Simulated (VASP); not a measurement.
Here is a VASP 6.6.1 calculation.

INCAR

```
SYSTEM = O
PREC = Accurate
ENCUT = 520
EDIFF = 1E-6
ISMEAR = -1
SIGMA = 0.05
LREAL = Auto
LASPH = .True.
NELM = 150
ALGO = Normal
ISIF = 2
LWAVE = .False.
LCHARG = .False.
ISPIN = 2
MAGMOM = 0.54 0.55 0.54 0.54 0.55 0.54 0.54 0.55 0.54 0.54 0.54 0.54 0.55 0.54 0.54 0.54 0.55 0.54 0.54 0.55
LORBIT = 11
GGA = CA
NBANDS = 80
```

Contents of KPOINTS:

```
regular mesh
0
Gamma
  1 1 1
  0 0 0
```

The input POSCAR:

```
O
1.0
    7.2176520000      0.0000000000      0.0000000000
    0.0000000000      7.2176520000      0.0000000000
    0.0000000000      0.0000000000      7.2176520000
O
20
Direct
    0.4558407637      0.4963802633      0.5469645807
    0.5273598672      0.5067853091      0.4002548197
    0.7406425247      0.6583581475      0.7981543028
    0.8169831408      0.5832783293      0.9304688007
    0.4416117596      0.5302001260      1.0529185946
    0.2892076260      0.4820127100      0.9950604435
    0.4341993768      1.0257352391      0.5093069048
    0.4029565294      1.0999699071      0.3615718796
    0.8889871665     -0.0081328388      0.1716209094
    0.7522945135     -0.0273219047      0.2533233800
    1.0028191994      0.8014794839      0.5309344369
    1.0551908017      0.8854680165      0.6649530900
    0.8322512640      0.2010349072      0.9241371017
    0.7705968645      0.0642452698      0.8564003917
    0.1218540323      0.3400551869      0.4745864722
    0.1204269754      0.3877299709      0.6373540869
    0.4024023325      0.8681632198     -0.0847921180
    0.3878685201      1.0299886999     -0.0874799727
   -0.0837807087      0.5887787330      0.2796200205
    0.0638850418      0.6510011843      0.2375980444
```

Potentials or basis: VASP PAW LDA potentials, release 64 (O).

The run is started by

```sh
$ cat potpaw_LDA.64/O/POTCAR > POTCAR
$ mpirun -np 1 vasp_gam > vasp.out
```

**Question.** Predict the net moment.

**Answer.** 14.00 μB per cell.

**Question.** Predict the site moments.

**Answer.** O +0.79, +0.80, +0.78, -0.74, -0.72, +0.73, +0.76, +0.77, +0.81, +0.06 (each value once) μB.

**Question.** Predict the pressure.

**Answer.** 3.1 GPa.

Forces in eV/Å, atoms in the order of the input:
```
O   -1.480 -0.197  3.362
O    1.704  0.272 -3.224
O    0.192 -0.267  0.379
O   -0.127  0.325 -0.400
O   -0.313 -0.203 -0.290
O    0.220  0.128  0.169
O    0.098 -0.280  0.512
O   -0.020  0.221 -0.578
O    5.234  0.578 -2.697
O   -5.026 -0.899  3.103
O   -0.267 -0.747 -1.328
O    0.458  0.783  1.263
O    1.050  2.451  1.042
O   -1.156 -2.342 -1.449
O   -0.033 -0.033  0.265
O   -0.167 -0.083 -0.135
O    0.421 -4.419  0.060
O   -0.486  4.565 -0.046
O   -1.971 -0.812  0.487
O    1.670  0.959 -0.495
```

Caveat: the k points lie up to 0.87 Å⁻¹ apart; the standard files for N, O and F lose accuracy on very short bonds.
